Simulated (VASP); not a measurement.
# ScAl (Pm-3m) in VASP: single point with LDA

Aim: the single point of ScAl with LDA.

Program: VASP 6.6.1. These are calculated values, not measurements. Logs are shortened: lines on timing, memory, paths and dates and some standing lists are left out, and cuts for length are marked.

## Step 1: The cell of the first run

The structure is cubic, space group Pm-3m (No. 221). The conventional cell has a = 3.370 Å, b = 3.370 Å, c = 3.370 Å, α = 90.00°, β = 90.00°, γ = 90.00°. Sc (site symmetry m-3m) has 8 Al at 2.92 Å and 6 Sc at 3.37 Å within 3.8 Å. Within 3.8 Å of Al (site symmetry m-3m) lie 8 Sc at 2.92 Å and 6 Al at 3.37 Å.

## Step 2: Single point, LDA

INCAR

```
PREC = Accurate
ENCUT = 520
EDIFF = 1E-7
ISMEAR = -1
SIGMA = 0.02
LREAL = False
LASPH = True
NELM = 80
ALGO = Normal
ISIF = 2
LWAVE = False
LCHARG = False
NBANDS = 14
```

KPOINTS

```
Automatic mesh
0
Gamma
  14 14 14
```

POSCAR

```
ScAl
1.0
    3.3703489700      0.0000000000      0.0000000000
    0.0000000000      3.3703489700      0.0000000000
    0.0000000000      0.0000000000      3.3703489700
Sc Al
1 1
Direct
    0.5000000000      0.5000000000      0.5000000000
    0.0000000000      0.0000000000      0.0000000000
```

Potentials or basis: VASP PAW LDA potentials, release 64 (Sc_sv, Al).

Started as:

```console
> cat potpaw_LDA.64/Sc_sv/POTCAR potpaw_LDA.64/Al/POTCAR > POTCAR
> mpirun -np 1 vasp_std > vasp.out
```

OUTCAR:

```text
PREC = Accurate
   ENCUT = 520
   EDIFF = 1E-7
   ISMEAR = -1
   LREAL = False
   LASPH = True
   NELM = 80
   ISIF = 2

 ion  position               nearest neighbor table
   1  0.500  0.500  0.500-   2 2.92   2 2.92   2 2.92   2 2.92   2 2.92   2 2.92   2 2.92   2 2.92

   2  0.000  0.000  0.000-   1 2.92   1 2.92   1 2.92   1 2.92   1 2.92   1 2.92   1 2.92   1 2.92

  LATTYP: Found a simple cubic cell.
 ALAT       =     3.3703489700

  Lattice vectors:

 A1 = (   3.3703489700,   0.0000000000,   0.0000000000)
 A2 = (   0.0000000000,   3.3703489700,   0.0000000000)
 A3 = (   0.0000000000,   0.0000000000,   3.3703489700)

Analysis of symmetry for initial positions (statically):
=====================================================================
 Subroutine PRICEL returns:
 Original cell was already a primitive cell.

 Routine SETGRP: Setting up the symmetry group for a
 simple cubic supercell.

 Subroutine GETGRP returns: Found 48 space group operations
 (whereof 48 operations were pure point group operations)
 out of a pool of 48 trial point group operations.

The static configuration has the point symmetry O_h .

Analysis of symmetry for dynamics (positions and initial velocities):
=====================================================================
 Subroutine PRICEL returns:
 Original cell was already a primitive cell.

 Routine SETGRP: Setting up the symmetry group for a
 simple cubic supercell.

 Subroutine GETGRP returns: Found 48 space group operations
 (whereof 48 operations were pure point group operations)
 out of a pool of 48 trial point group operations.

The dynamic configuration has the point symmetry O_h .

 Subroutine INISYM returns: Found 48 space group operations
 (whereof 48 operations are pure point group operations),
 and found     1 'primitive' translations

----------------------------------------------------------------------------------------

                                     Primitive cell

  volume of cell :      38.2846

  direct lattice vectors                    reciprocal lattice vectors
     3.370348970  0.000000000  0.000000000     0.296705181  0.000000000  0.000000000
     0.000000000  3.370348970  0.000000000     0.000000000  0.296705181  0.000000000
     0.000000000  0.000000000  3.370348970     0.000000000  0.000000000  0.296705181

  length of vectors
     3.370348970  3.370348970  3.370348970     0.296705181  0.296705181  0.296705181

  position of ions in fractional coordinates (direct lattice)
     0.500000000  0.500000000  0.500000000
     0.000000000  0.000000000  0.000000000

  ion indices of the primitive-cell ions
   primitive index   ion index
                 1           1
                 2           2

----------------------------------------------------------------------------------------

 KPOINTS: Automatic mesh

Automatic generation of k-mesh.
 Grid dimensions read from file:
 generate k-points for:   14   14   14

 Generating k-lattice:

  Cartesian coordinates                     Fractional coordinates (reciprocal lattice)
     0.021193227  0.000000000  0.000000000     0.071428571  0.000000000  0.000000000
     0.000000000  0.021193227  0.000000000     0.000000000  0.071428571  0.000000000
     0.000000000  0.000000000  0.021193227     0.000000000  0.000000000  0.071428571

  Length of vectors
     0.021193227  0.021193227  0.021193227

  Shift w.r.t. Gamma in fractional coordinates (k-lattice)
     0.000000000  0.000000000  0.000000000

 Subroutine IBZKPT returns following result:
 ===========================================

 Found    120 irreducible k-points:

 Following reciprocal coordinates:
            Coordinates               Weight
  0.000000  0.000000  0.000000      1.000000
  0.071429  0.000000  0.000000      6.000000
  0.142857  0.000000  0.000000      6.000000
  0.214286  0.000000  0.000000      6.000000
  0.285714  0.000000  0.000000      6.000000
  0.357143  0.000000  0.000000      6.000000
[... 16 lines left out ...]
  0.285714  0.214286  0.000000     24.000000
  0.357143  0.214286  0.000000     24.000000
 [... further k-points ...]
   k-points           NKPTS =    120   k-points in BZ     NKDIM =    120   number of bands    NBANDS=     14
   number of dos      NEDOS =    301   number of ions     NIONS =      2
   total plane-waves  NPLWV =  21952
   dimension x,y,z NGX =    28 NGY =   28 NGZ =   28
   dimension x,y,z NGXF=    56 NGYF=   56 NGZF=   56
   ions per type =               1   1
   NGX,Y,Z   is equivalent  to a cutoff of  13.81, 13.81, 13.81 a.u.
   NGXF,Y,Z  is equivalent  to a cutoff of  27.62, 27.62, 27.62 a.u.
 SYSTEM =  unknown system
   PREC   = accura    normal or accurate (medium, high low for compatibility)
   ISTART =      0    job   : 0-new  1-cont  2-samecut
   ICHARG =      2    charge: 1-file 2-atom 10-const
   ISPIN  =      1    spin polarized calculation?
   LNONCOLLINEAR =      F non collinear calculations
   LSORBIT =      F    spin-orbit coupling
   LASPH  =      T    aspherical Exc in radial PAW
   ENCUT  =  520.0 eV  38.22 Ry    6.18 a.u.   6.27  6.27  6.27*2*pi/ulx,y,z
   NELM   =     80;   NELMIN=  2; NELMDL= -5     # of ELM steps
   EDIFF  = 0.1E-06   stopping-criterion for ELM
   LREAL  =      F    real-space projection
   EDIFFG = 0.1E-05   stopping-criterion for IOM
   NSW    =      0    number of steps for IOM
   IBRION =     -1    ionic relax: 0-MD 1-quasi-New 2-CG
   NFREE  =      0    steps in history (QN), initial steepest desc. (CG)
   ISIF   =      2    stress and relaxation
   ISYM   =      2    0-nonsym 1-usesym 2-fastsym
   POTIM  = 0.5000    time-step for ionic-motion
   TEBEG  =    0.0;   TEEND  =   0.0 temperature during run
   PSTRESS=    0.0 pullay stress
   NELECT =      14.0000    total number of electrons
   NUPDOWN=      -1.0000    fix difference up-down
   EMIN   =  10.00;   EMAX   =-10.00  energy-range for DOS
   EFERMI =   0.00;   METHOD = LEGACY
   ISMEAR =    -1;   SIGMA  =   0.02  broadening in eV -4-tet -1-fermi 0-gaus
   EFERMI_NEDOS =   21; number of points for ismear=-14 and -15
   IALGO  =     38    algorithm
   IMIX   =      4    mixing-type and parameters
     AMIX     =   0.40;   BMIX     =  1.00
     AMIX_MAG =   1.60;   BMIX_MAG =  1.00
  volume/ion in A,a.u.               =      19.14       129.18
  Fermi-wavevector in a.u.,A,eV,Ry     =   1.170692  2.212287 18.647052  1.370520
  Thomas-Fermi vector in A             =   2.307147
   LORBIT       =      0    0 simple, 1 ext, 2 COOP (PROOUT), +10 PAW based schemes
   GGA     = CA    functional components
   LHFCALC =     F    Hartree Fock is set to
   AEXX    =    0.0000 exact exchange contribution
   IVDW    =     0    specifies the selected vdW correction
   LEPSILON=     F    determine dielectric tensor
   LRPA    =     F    only Hartree local field effects (RPA)
 non-spin polarized calculation
  energy-cutoff  :      520.00
  volume of cell :       38.28
 maximum number of plane-waves:      1064
 NGX is ok and might be reduce to    28
   NGX = 13   NGY = 13   NGZ = 13

 number of electron      14.0000002 magnetization

 Free energy of the ion-electron system (eV)
  ---------------------------------------------------
  ext. energy  EPLUGINS =         0.00000000
  ---------------------------------------------------
  free energy    TOTEN  =       -11.86254470 eV

  energy without entropy =      -11.86126681  energy(sigma->0) =      -11.86190576

 E-fermi :   5.8346     XC(G=0): -10.5337

 val. band max:        5.8224994248   @ k =   0.3571   0.0714   0.0000
 cond. band min:       5.8545056324   @ k =   0.5000   0.3571   0.0714
 fundamental gap:      0.0320062075
 Fermi energy:         5.8346060291

 k-point     1 :       0.0000    0.0000    0.0000
  band No.  band energies     occupation
      1     -43.0155      2.00000
      2     -21.9421      2.00000
      3     -21.9421      2.00000
      4     -21.9421      2.00000
      5      -2.5819      2.00000
      6       5.1546      2.00000
      7       5.1546      2.00000
      8       8.4771      0.00000
      9       8.4771      0.00000
     10       8.4771      0.00000
     11       9.5638      0.00000
     12       9.5638      0.00000
     13       9.5638      0.00000
     14      14.4902      0.00000

 k-point     2 :       0.0714    0.0000    0.0000
  band No.  band energies     occupation
      1     -43.0148      2.00000
      2     -21.9514      2.00000
      3     -21.9412      2.00000
      4     -21.9412      2.00000
      5      -2.5088      2.00000
      6       5.0875      2.00000
      7       5.1911      2.00000
      8       8.2316      0.00000
      9       8.2316      0.00000
     10       8.4879      0.00000
     11       9.3379      0.00000
     12       9.8583      0.00000
     13       9.8583      0.00000
     14      14.3618      0.00000

 k-point     3 :       0.1429    0.0000    0.0000
  band No.  band energies     occupation
      1     -43.0126      2.00000
      2     -21.9775      2.00000
      3     -21.9389      2.00000
      4     -21.9389      2.00000
      5      -2.2918      2.00000
      6       4.8332      2.00000
      7       5.2968      2.00000
      8       7.8013      0.00000
      9       7.8013      0.00000
     10       8.5186      0.00000
     11       8.9411      0.00000
     12      10.4388      0.00000
     13      10.4388      0.00000
     14      14.0053      0.00000
[... 324 lines left out ...]
 k-point    23 :       0.2857    0.2143    0.0000
  band No.  band energies     occupation
      1     -43.0000      2.00000
      2     -22.0472      2.00000
      3     -22.0018      2.00000
      4     -21.9255      2.00000
      5      -0.9016      2.00000
      6       3.9256      2.00000
      7       4.9011      2.00000
      8       6.5925      0.00000
      9       7.1914      0.00000
     10       7.9498      0.00000
     11       9.3001      0.00000
     12      10.3498      0.00000
     13      12.6728      0.00000
     14      13.3672      0.00000

 k-point    24 :       0.3571    0.2143    0.0000
  band No.  band energies     occupation
      1     -42.9969      2.00000
      2     -22.0831      2.00000
      3     -21.9977      2.00000
      4     -21.9222      2.00000
      5      -0.3756      2.00000
      6       3.1155      2.00000
      7       5.1627      2.00000
      8       6.4579      0.00000
      9       7.0028      0.00000
     10       7.9906      0.00000
     11       9.3433      0.00000
     12      10.7724      0.00000
     13      12.9442      0.00000
     14      13.1620      0.00000

 [... further k-points ...]
[... 5 lines left out ...]
  --------------------------------------------------------------------------------------
  -------------------------------------------------------------------------------------
  Total       -1.0181834     -1.0181834     -1.0181834     -0.0000000     -0.0000000      0.0000000
  in kB      -42.6100454    -42.6100454    -42.6100454     -0.0000000     -0.0000000      0.0000000
  external PRESSURE =     -42.6100454 kB  Pullay stress =       0.0000000 kB

 VOLUME and BASIS-vectors are now :
 -----------------------------------------------------------------------------
  energy-cutoff  :      520.00
  volume of cell :       38.28
      direct lattice vectors                 reciprocal lattice vectors
     3.370348970  0.000000000  0.000000000     0.296705181  0.000000000  0.000000000
     0.000000000  3.370348970  0.000000000     0.000000000  0.296705181  0.000000000
     0.000000000  0.000000000  3.370348970     0.000000000  0.000000000  0.296705181

 POSITION                                       TOTAL-FORCE (eV/Angst)
 -----------------------------------------------------------------------------------
      1.68517      1.68517      1.68517         0.000000      0.000000      0.000000
      0.00000      0.00000      0.00000         0.000000      0.000000      0.000000
 -----------------------------------------------------------------------------------
    total drift:                                0.000000      0.000000      0.000000

  FREE ENERGIE OF THE ION-ELECTRON SYSTEM (eV)
  ---------------------------------------------------
  free  energy   TOTEN  =       -11.8625447020 eV

  energy  without entropy=      -11.8612668146  energy(sigma->0) =      -11.86190576
```

Wall time 24 s (1 thread of Intel Xeon 6975P-C (Granite Rapids), shared host); peak memory 0.18 GiB.

Results:

```yaml
Free_energy: -11.8625 eV
Pressure: -4.3 GPa
Band_gap_on_the_k_mesh: zero (band 7 reaches 6.12 eV, above the bottom of band 8 at 5.00 eV)
```

Levels at points of the mesh, in eV from the Fermi level:
```
           k point  band 5  band 6  band 7  band 8  band 9  band 10
(0.00, 0.00, 0.00)   -8.42   -0.68   -0.68    2.64    2.64     2.64
(0.50, 0.00, 0.00)   -5.64   -4.51    0.23    0.73    0.73     2.87
(0.50, 0.50, 0.00)   -4.72   -1.79   -1.79   -0.83    1.48     1.48
(0.50, 0.50, 0.50)   -2.54   -2.54   -2.54   -0.54    2.97     2.97
```
